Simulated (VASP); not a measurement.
# LuF4 (Im-3m) in VASP: further runs, part 2 of 2

VASP 6.6.1. Earlier steps stand in the parts before.

## Step 3: Relaxation of cell and atoms, PBE

This run uses another cell than the first one, of 13.66 Å³/atom, 0.989 times its volume.

Input file INCAR:

```
SYSTEM = LuF4
PREC = Accurate
ENCUT = 600
EDIFF = 1E-6
ISMEAR = 0
SIGMA = 0.1
LREAL = .FALSE.
LASPH = .TRUE.
NELM = 100
ALGO = Normal
ISIF = 3
LWAVE = .FALSE.
LCHARG = .FALSE.
GGA = PE
IBRION = 2
NSW = 100
EDIFFG = -0.01
```

Input file KPOINTS:

```
regular mesh
0
G
  10 10 10
  0 0 0
```

Input file POSCAR:

```
LuF4
1.0
   -2.5753372600      2.5753372600      2.5753372600
    2.5753372600     -2.5753372600      2.5753372600
    2.5753372600      2.5753372600     -2.5753372600
Lu F
1 4
Direct
    0.0000000000      0.0000000000      0.0000000000
    0.0000000000      0.0000000000      0.5000000000
    0.0000000000      0.5000000000      0.0000000000
    0.5000000000      0.0000000000      0.0000000000
    0.5000000000      0.5000000000      0.5000000000
```

Potentials or basis: VASP PAW PBE potentials, release 64 (Lu, F).

The run is started by

```sh
cat potpaw_PBE.64/Lu/POTCAR potpaw_PBE.64/F/POTCAR > POTCAR
mpirun -np 1 vasp_std > vasp.out
```

OUTCAR:

```text
SYSTEM = LuF4
   PREC = Accurate
   ENCUT = 600
   EDIFF = 1E-6
   ISMEAR = 0
   LREAL = .FALSE.
   LASPH = .TRUE.
   NELM = 100
   ISIF = 3
   GGA = PE
   IBRION = 2
   NSW = 100
   EDIFFG = -0.01

 ion  position               nearest neighbor table
   1  0.000  0.000  0.000-   2 2.23   3 2.23   4 2.23   5 2.23   2 2.23   3 2.23   4 2.23   5 2.23

   2  0.000  0.000  0.500-   1 2.23   1 2.23
   3  0.000  0.500  0.000-   1 2.23   1 2.23
   4  0.500  0.000  0.000-   1 2.23   1 2.23
   5  0.500  0.500  0.500-   1 2.23   1 2.23

  LATTYP: Found a body centered cubic cell.
 ALAT       =     5.1506745200

  Lattice vectors:

[... 422 lines left out ...]
  ---------------------------------------------------
  ext. energy  EPLUGINS =         0.00000000
  ---------------------------------------------------
  free energy    TOTEN  =       -27.05231006 eV

  energy without entropy =      -27.01334377  energy(sigma->0) =      -27.03282691

 E-fermi :  -2.8101     XC(G=0):  -9.6765

 val. band max:       -2.8171078644   @ k =   0.5000   0.5000   0.4000
 cond. band min:      -2.8100647170   @ k =  -0.3000   0.4000   0.1000
 fundamental gap:      0.0070431474
 Fermi energy:        -2.8101006471

 k-point     1 :       0.0000    0.0000    0.0000
  band No.  band energies     occupation
      1     -55.2359      2.00000
      2     -25.9478      2.00000
      3     -25.9478      2.00000
      4     -25.9478      2.00000
      5     -23.5020      2.00000
      6     -22.7404      2.00000
[... 805 lines left out ...]
     30       6.7100      0.00000
     31       7.3337      0.00000

 [... further k-points ...]

------------------------ aborting loop because EDIFF is reached ----------------------------------------

  FORCE on cell =-STRESS in cart. coord.  units (eV):
  Direction    XX          YY          ZZ          XY          YZ          ZX
  --------------------------------------------------------------------------------------
  -------------------------------------------------------------------------------------
  Total       -0.0349704     -0.0349704     -0.0349704     -0.0000000      0.0000000     -0.0000000
  in kB       -0.8103804     -0.8103804     -0.8103804     -0.0000000      0.0000000     -0.0000000
  external PRESSURE =      -0.8103804 kB  Pullay stress =       0.0000000 kB
[... 20 lines left out ...]
  FREE ENERGIE OF THE ION-ELECTRON SYSTEM (eV)
  ---------------------------------------------------
  free  energy   TOTEN  =       -27.0523100562 eV

  energy  without entropy=      -27.0133437726  energy(sigma->0) =      -27.03282691

 reached required accuracy - stopping structural energy minimisation
```

OSZICAR:

```text
N       E                     dE             d eps       ncg     rms          rms(c)
DAV:   1     0.581829195286E+03    0.58183E+03   -0.27414E+04  4183   0.582E+03
[... 125 lines left out ...]
DAV:   3    -0.270530532526E+02    0.33490E-02   -0.34464E-02  3896   0.963E+00    0.197E-01
DAV:   4    -0.270523017499E+02    0.75150E-03   -0.21119E-03  5324   0.229E+00    0.406E-02
DAV:   5    -0.270522887663E+02    0.12984E-04   -0.21623E-04  4573   0.410E-01    0.176E-02
DAV:   6    -0.270522959206E+02   -0.71543E-05   -0.60439E-05  5605   0.236E-01    0.136E-02
DAV:   7    -0.270523142525E+02   -0.18332E-04   -0.38715E-05  4161   0.114E-01    0.190E-02
DAV:   8    -0.270523098754E+02    0.43771E-05   -0.47746E-05  5200   0.246E-01    0.601E-03
DAV:   9    -0.270523100562E+02   -0.18075E-06   -0.77191E-06  3506   0.535E-02
   7 F= -.27052310E+02 E0= -.27032827E+02  d E =-.395089E-02
```

CONTCAR:

```text
LuF4
   1.00000000000000
    -2.5855556382550651    2.5855556382550651    2.5855556382550651
     2.5855556382550651   -2.5855556382550651    2.5855556382550651
     2.5855556382550651    2.5855556382550651   -2.5855556382550651
  Lu              F
     1     4
Direct
     0.0000000000000000    0.0000000000000000    0.0000000000000000
     0.0000000000000000    0.0000000000000000    0.5000000000000000
     0.0000000000000000    0.5000000000000000    0.0000000000000000
     0.5000000000000000    0.0000000000000000    0.0000000000000000
     0.5000000000000000    0.5000000000000000    0.5000000000000000

  0.00000000E+00  0.00000000E+00  0.00000000E+00
  0.00000000E+00  0.00000000E+00  0.00000000E+00
  0.00000000E+00  0.00000000E+00  0.00000000E+00
  0.00000000E+00  0.00000000E+00  0.00000000E+00
  0.00000000E+00  0.00000000E+00  0.00000000E+00
```

Wall time 21 min (1 thread of Intel Xeon Platinum 8259CL at 2.50GHz (Skylake/Cascade Lake), shared host); peak memory 0.29 GiB.

What came out:

```yaml
Free_energy: -27.0523 eV
Relaxed_volume: 13.83 Å³/atom
Relaxed_cell: a = 4.478 Å, b = 4.478 Å, c = 4.478 Å, α = 109.47°, β = 109.47°, γ = 109.47°
Space_group_after_relaxing_to_0.05_Å: Im-3m (No. 229)
Energy_gained_by_relaxing: 0.8 meV/atom
Ionic_steps: 7
Pressure_after_relaxing: -0.1 GPa
```

Step by step:
```csv
step,energy change (eV),largest force (eV/Å),pressure (GPa),volume (Å³)
1,0.0000,0.0000,1.31,68.32
2,-0.0040,0.0000,-0.53,69.43
3,-0.0040,0.0000,-0.98,69.22
4,-0.0031,0.0000,0.70,68.83
5,-0.0036,0.0000,0.23,68.99
6,-0.0038,0.0000,0.17,69.06
7,-0.0040,0.0000,-0.08,69.14
```

Final structure:
```yaml
crystal:
  lattice:
    - [-2.58556, 2.58556, 2.58556]
    - [2.58556, -2.58556, 2.58556]
    - [2.58556, 2.58556, -2.58556]
  atoms:
    - { symbol: Lu, position: [0.00000, 0.00000, 0.00000] }
    - { symbol: F, position: [0.00000, 0.00000, 0.50000] }
    - { symbol: F, position: [0.00000, 0.50000, 0.00000] }
    - { symbol: F, position: [0.50000, 0.00000, 0.00000] }
    - { symbol: F, position: [0.50000, 0.50000, 0.50000] }
```

Caveat: spin-orbit coupling is left out, which moves the levels of the heavy elements; an odd number of electrons without spin polarisation forces a metal; a magnetic or distorted state may lie lower.

## Step 4: Single point, PBE

Input file INCAR:

```
PREC = Accurate
ENCUT = 520
EDIFF = 1E-6
ISMEAR = 0
SIGMA = 0.1
LREAL = F
LASPH = T
NELM = 100
ALGO = Normal
ISIF = 2
LWAVE = F
LCHARG = F
GGA = PE
NBANDS = 34
```

Input file KPOINTS:

```
regular mesh
0
Gamma
  10 10 10
```

Edit POSCAR of step 3 so:

```diff
@@ -2,5 +2,5 @@
 1.0
-   -2.5753372600      2.5753372600      2.5753372600
-    2.5753372600     -2.5753372600      2.5753372600
-    2.5753372600      2.5753372600     -2.5753372600
+   -2.5844899587      2.5844899587      2.5844899587
+    2.5844899587     -2.5844899587      2.5844899587
+    2.5844899587      2.5844899587     -2.5844899587
 Lu F
```

Potentials or basis: VASP PAW PBE potentials, release 64 (Lu, F).

The run is started by

```sh
cat potpaw_PBE.64/Lu/POTCAR potpaw_PBE.64/F/POTCAR > POTCAR
mpirun -np 1 vasp_std > vasp.out
```

OUTCAR:

```text
PREC = Accurate
   ENCUT = 520
   EDIFF = 1E-6
   ISMEAR = 0
   LREAL = F
   LASPH = T
   NELM = 100
   ISIF = 2
   GGA = PE

 ion  position               nearest neighbor table
   1  0.000  0.000  0.000-   2 2.24   3 2.24   4 2.24   5 2.24   2 2.24   3 2.24   4 2.24   5 2.24

   2  0.000  0.000  0.500-   1 2.24   1 2.24
   3  0.000  0.500  0.000-   1 2.24   1 2.24
   4  0.500  0.000  0.000-   1 2.24   1 2.24
   5  0.500  0.500  0.500-   1 2.24   1 2.24

  LATTYP: Found a body centered cubic cell.
 ALAT       =     5.1689799174

  Lattice vectors:

 A1 = (  -2.5844899587,   2.5844899587,   2.5844899587)
 A2 = (   2.5844899587,  -2.5844899587,   2.5844899587)
 A3 = (   2.5844899587,   2.5844899587,  -2.5844899587)

Analysis of symmetry for initial positions (statically):
=====================================================================
 Subroutine PRICEL returns:
 Original cell was already a primitive cell.

 Routine SETGRP: Setting up the symmetry group for a
 body centered cubic supercell.
[... 173 lines left out ...]

 E-fermi :  -2.8000     XC(G=0):  -9.6831

 val. band max:       -2.8001930611   @ k =  -0.3000   0.4000   0.1000
 cond. band min:      -2.7981542779   @ k =   0.5000   0.5000   0.4000
 fundamental gap:      0.0020387832
 Fermi energy:        -2.8000327068

 k-point     1 :       0.0000    0.0000    0.0000
  band No.  band energies     occupation
      1     -55.2239      2.00000
      2     -25.9367      2.00000
      3     -25.9367      2.00000
      4     -25.9367      2.00000
      5     -23.4972      2.00000
      6     -22.7329      2.00000
[... 877 lines left out ...]
     33       8.6209      0.00000
     34      11.4846      0.00000

 [... further k-points ...]

------------------------ aborting loop because EDIFF is reached ----------------------------------------

  FORCE on cell =-STRESS in cart. coord.  units (eV):
  Direction    XX          YY          ZZ          XY          YZ          ZX
  --------------------------------------------------------------------------------------
  -------------------------------------------------------------------------------------
  Total       -0.1441027     -0.1441027     -0.1441027      0.0000000      0.0000000     -0.0000000
  in kB       -3.3434750     -3.3434750     -3.3434750      0.0000000      0.0000000     -0.0000000
  external PRESSURE =      -3.3434750 kB  Pullay stress =       0.0000000 kB

 VOLUME and BASIS-vectors are now :
 -----------------------------------------------------------------------------
  energy-cutoff  :      520.00
  volume of cell :       69.05
      direct lattice vectors                 reciprocal lattice vectors
    -2.584489959  2.584489959  2.584489959     0.000000000  0.193461769  0.193461769
     2.584489959 -2.584489959  2.584489959     0.193461769  0.000000000  0.193461769
     2.584489959  2.584489959 -2.584489959     0.193461769  0.193461769  0.000000000

 POSITION                                       TOTAL-FORCE (eV/Angst)
 -----------------------------------------------------------------------------------
      0.00000      0.00000      0.00000         0.000000      0.000000     -0.000000
      1.29224      1.29224     -1.29224        -0.000000      0.000000     -0.000000
      1.29224     -1.29224      1.29224         0.000000     -0.000000      0.000000
     -1.29224      1.29224      1.29224        -0.000000     -0.000000      0.000000
      1.29224      1.29224      1.29224         0.000000     -0.000000      0.000000
 -----------------------------------------------------------------------------------
    total drift:                               -0.000000     -0.000000      0.000000

  FREE ENERGIE OF THE ION-ELECTRON SYSTEM (eV)
  ---------------------------------------------------
  free  energy   TOTEN  =       -27.0479796164 eV

  energy  without entropy=      -27.0090232372  energy(sigma->0) =      -27.02850143
```

OSZICAR:

```text
N       E                     dE             d eps       ncg     rms          rms(c)
DAV:   1     0.518278383743E+03    0.51828E+03   -0.25051E+04  4686   0.491E+03
DAV:   2     0.292673435936E+02   -0.48901E+03   -0.46522E+03  4228   0.739E+02
DAV:   3    -0.283743152564E+02   -0.57642E+02   -0.56595E+02  3516   0.172E+02
[... 18 lines left out ...]
DAV:  22    -0.270480078941E+02    0.47631E-04   -0.56367E-04  4340   0.157E+00    0.369E-02
DAV:  23    -0.270479792904E+02    0.28604E-04   -0.10100E-04  4422   0.460E-01    0.856E-03
DAV:  24    -0.270479865287E+02   -0.72383E-05   -0.22195E-05  4704   0.181E-01    0.211E-02
DAV:  25    -0.270479787386E+02    0.77902E-05   -0.31461E-05  3740   0.328E-01    0.318E-03
DAV:  26    -0.270479796164E+02   -0.87784E-06   -0.33040E-06  2324   0.102E-01
   1 F= -.27047980E+02 E0= -.27028501E+02  d E =-.389564E-01
```

Wall time 5.5 min (1 thread of Intel Xeon Platinum 8259CL at 2.50GHz (Skylake/Cascade Lake), shared host); peak memory 0.27 GiB.

What came out:

```yaml
Free_energy: -27.0480 eV
Pressure: -0.3 GPa
```

Caveat: spin-orbit coupling is left out, which moves the levels of the heavy elements; an odd number of electrons without spin polarisation forces a metal; a magnetic or distorted state may lie lower.
